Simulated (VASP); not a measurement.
# LiF (P3_121) in VASP: single point with PBEsol

Aim: the single point of LiF with PBEsol.

Program: VASP 6.6.1. These are calculated values, not measurements. Logs are shortened: lines on timing, memory, paths and dates and some standing lists are left out, and cuts for length are marked.

## (1) The cell of the first run

The structure is trigonal, space group P3_121 (No. 152). Conventional cell: a = 4.895 Å, b = 4.895 Å, c = 2.927 Å, α = 90.00°, β = 90.00°, γ = 120.00°. Li (site symmetry 2) has 4 F at 1.89 to 1.93 Å within 2.5 Å. F (site symmetry 2) has 4 Li at 1.89 to 1.93 Å within 2.5 Å.

## (2) Single point, PBEsol

The input, POSCAR:

```
LiF
1.0
    4.8953675173      0.0000000000      0.0000000000
   -2.4476837587      4.2395126308      0.0000000000
    0.0000000000      0.0000000000      2.9266947327
Li F
3 3
Direct
    0.6218054410      0.6218054410      0.0000000000
    0.3781945590      0.0000000000      0.3333333333
    0.0000000000      0.3781945590      0.6666666667
    0.0000000000      0.6336921829      0.1666666667
    0.3663078171      0.3663078171      0.5000000000
    0.6336921829      0.0000000000      0.8333333333
```

The input, INCAR.step1:

```
SYSTEM = LiF
PREC = Accurate ; ENCUT = 520
EDIFF = 1E-7 ; ISMEAR = 0
SIGMA = 0.02 ; LREAL = .False.
LASPH = .True. ; NELM = 100
ALGO = Normal ; ISIF = 2
LWAVE = .False. ; LCHARG = .True.
GGA = PS ; NBANDS = 24
```

The input, KPOINTS.step1:

```
Automatic mesh
0
Gamma
  6 6 8
  0 0 0
```

The input, INCAR.step2:

```
SYSTEM = LiF
PREC = Accurate ; ENCUT = 520
EDIFF = 1E-7 ; ISMEAR = -5
SIGMA = 0.02 ; LREAL = .False.
LASPH = .True. ; NELM = 100
ALGO = Normal ; ISIF = 2
LWAVE = .False. ; LCHARG = .False.
GGA = PS ; LORBIT = 10
NEDOS = 2001 ; ICHARG = 11
```

The input, KPOINTS.step2:

```
Automatic mesh
0
Gamma
  9 9 12
  0 0 0
```

Potentials or basis: VASP PAW PBE potentials, release 64 (Li_sv, F).

Run with:

```console
$ cat potpaw_PBE.64/Li_sv/POTCAR potpaw_PBE.64/F/POTCAR > POTCAR
$ cp INCAR.step1 INCAR
$ cp KPOINTS.step1 KPOINTS
$ mpirun -np 1 vasp_std > vasp.out
$ cp INCAR.step2 INCAR
$ cp KPOINTS.step2 KPOINTS
$ mpirun -np 1 vasp_std > vasp.out
```

OUTCAR:

```text
SYSTEM = LiF
   PREC = Accurate
   ENCUT = 520
   EDIFF = 1E-7
   ISMEAR = -5
   LREAL = .False.
   LASPH = .True.
   NELM = 100
   ISIF = 2
   GGA = PS
   LORBIT = 10
   ICHARG = 11

 ion  position               nearest neighbor table
   1  0.622  0.622  0.000-   6 1.89   4 1.89   5 1.93   5 1.93
   2  0.378  0.000  0.333-   4 1.89   5 1.89   6 1.93   6 1.93
   3  0.000  0.378  0.667-   6 1.89   5 1.89   4 1.93   4 1.93
   4  0.000  0.634  0.167-   2 1.89   1 1.89   3 1.93   3 1.93
   5  0.366  0.366  0.500-   2 1.89   3 1.89   1 1.93   1 1.93
   6  0.634  0.000  0.833-   3 1.89   1 1.89   2 1.93   2 1.93

  LATTYP: Found a hexagonal cell.
 ALAT       =     4.8953675173
 C/A-ratio  =     0.5978498493

  Lattice vectors:

 A1 = (   4.8953675173,   0.0000000000,   0.0000000000)
 A2 = (  -2.4476837587,   4.2395126308,   0.0000000000)
 A3 = (   0.0000000000,   0.0000000000,   2.9266947327)

Analysis of symmetry for initial positions (statically):
=====================================================================
 Subroutine PRICEL returns:
 Original cell was already a primitive cell.

 Routine SETGRP: Setting up the symmetry group for a
 hexagonal supercell.

 Subroutine GETGRP returns: Found  6 space group operations
 (whereof  2 operations were pure point group operations)
 out of a pool of 24 trial point group operations.

The static configuration has the point symmetry C_2 .
 The point group associated with its full space group is D_3 .

Analysis of symmetry for dynamics (positions and initial velocities):
=====================================================================
 Subroutine PRICEL returns:
 Original cell was already a primitive cell.

 Routine SETGRP: Setting up the symmetry group for a
 hexagonal supercell.

 Subroutine GETGRP returns: Found  6 space group operations
 (whereof  2 operations were pure point group operations)
 out of a pool of 24 trial point group operations.

The dynamic configuration has the point symmetry C_2 .
 The point group associated with its full space group is D_3 .

 Subroutine INISYM returns: Found  6 space group operations
 (whereof  2 operations are pure point group operations),
 and found     1 'primitive' translations

----------------------------------------------------------------------------------------

                                     Primitive cell
[... 113 lines left out ...]
   NUPDOWN=      -1.0000    fix difference up-down
   EMIN   =  10.00;   EMAX   =-10.00  energy-range for DOS
   EFERMI =   0.00;   METHOD = LEGACY
   ISMEAR =    -5;   SIGMA  =   0.02  broadening in eV -4-tet -1-fermi 0-gaus
   EFERMI_NEDOS =   21; number of points for ismear=-14 and -15
   IALGO  =     38    algorithm
   IMIX   =      4    mixing-type and parameters
     AMIX     =   0.40;   BMIX     =  1.00
     AMIX_MAG =   1.60;   BMIX_MAG =  1.00
  volume/ion in A,a.u.               =      10.12        68.32
  Fermi-wavevector in a.u.,A,eV,Ry     =   1.294064  2.445426 22.784332  1.674601
  Thomas-Fermi vector in A             =   2.425670
   LORBIT       =     10    0 simple, 1 ext, 2 COOP (PROOUT), +10 PAW based schemes
   GGA     = PS    functional components
   LHFCALC =     F    Hartree Fock is set to
   AEXX    =    0.0000 exact exchange contribution
   IVDW    =     0    specifies the selected vdW correction
   LEPSILON=     F    determine dielectric tensor
   LRPA    =     F    only Hartree local field effects (RPA)
 non-spin polarized calculation
 Fermi weights with tetrahedron method with Bloechl corrections
  energy-cutoff  :      520.00
  volume of cell :       60.74
 maximum number of plane-waves:      1661

 number of electron      29.9999974 magnetization

 Free energy of the ion-electron system (eV)
  ---------------------------------------------------
  ext. energy  EPLUGINS =         0.00000000
  ---------------------------------------------------
  free energy    TOTEN  =       -29.14600086 eV

  energy without entropy =      -29.14600086  energy(sigma->0) =      -29.14600086

 E-fermi :  -2.4667     XC(G=0):  -8.9629

 val. band max:       -2.4875625455   @ k =   0.0000   0.0000   0.0000
 cond. band min:       4.9264517129   @ k =   0.0000   0.0000   0.0000
 fundamental gap:      7.4140142584
 Fermi energy:        -2.4666964850

 k-point     1 :       0.0000    0.0000    0.0000
  band No.  band energies     occupation
      1     -42.6204      2.00000
      2     -42.5741      2.00000
      3     -42.5741      2.00000
      4     -21.8471      2.00000
      5     -21.5843      2.00000
      6     -21.5843      2.00000
[... 505 lines left out ...]
      6     -21.5806      2.00000
[... 11 lines left out ...]
     18       8.8864      0.00000
     19      11.3518      0.00000

 [... further k-points ...]

------------------------ aborting loop because EDIFF is reached ----------------------------------------

  FORCE on cell =-STRESS in cart. coord.  units (eV):
  Direction    XX          YY          ZZ          XY          YZ          ZX
  --------------------------------------------------------------------------------------
  -------------------------------------------------------------------------------------
  Total       -0.7675747     -0.7675747     -0.8051681      0.0000000      0.0000000      0.0000000
  in kB      -20.2466215    -20.2466215    -21.2382367      0.0000000      0.0000000      0.0000000
  external PRESSURE =     -20.5771599 kB  Pullay stress =       0.0000000 kB

 VOLUME and BASIS-vectors are now :
 -----------------------------------------------------------------------------
  energy-cutoff  :      520.00
  volume of cell :       60.74
      direct lattice vectors                 reciprocal lattice vectors
     4.895367517  0.000000000  0.000000000     0.204274755  0.117938085  0.000000000
    -2.447683759  4.239512631  0.000000000     0.000000000  0.235876170  0.000000000
     0.000000000  0.000000000  2.926694733     0.000000000  0.000000000  0.341682373

 POSITION                                       TOTAL-FORCE (eV/Angst)
 -----------------------------------------------------------------------------------
      1.52198      2.63615      0.00000        -0.002499     -0.004328     -0.000000
      1.85140      0.00000      0.97556         0.004997      0.000000      0.000000
     -0.92570      1.60336      1.95113        -0.002499      0.004328     -0.000000
     -1.55108      2.68655      0.48778         0.016849     -0.029183     -0.000000
      0.89661      1.55297      1.46335         0.016849      0.029183     -0.000000
      3.10216      0.00000      2.43891        -0.033698      0.000000      0.000000
 -----------------------------------------------------------------------------------
    total drift:                                0.000003      0.000006     -0.000000

  FREE ENERGIE OF THE ION-ELECTRON SYSTEM (eV)
  ---------------------------------------------------
  free  energy   TOTEN  =       -29.1460008627 eV

  energy  without entropy=      -29.1460008627  energy(sigma->0) =      -29.14600086

 total charge

# of ion       s       p       d       tot
------------------------------------------
    1        2.020   0.059   0.000   2.080
    2        2.020   0.059   0.000   2.080
    3        2.020   0.059   0.000   2.080
    4        1.726   4.389   0.000   6.116
    5        1.726   4.389   0.000   6.116
    6        1.726   4.389   0.000   6.116
--------------------------------------------------
tot         11.240  13.346   0.000  24.586
```

It took 2.7 min on 1 thread of Oxide Virtual Turin-like, shared host; peak memory 0.2 GiB.

Results:

```yaml
Valence_electrons_inside_the_program's_atomic_spheres: Li 2.08; F 6.12
```

Caveat: the cutoff is under 1.25 times the usual one of these potentials, so pressure, stress and relaxed cells hold a basis-set (Pulay) error; the PAW data sets were made with another functional, which shifts forces and pressure a little.
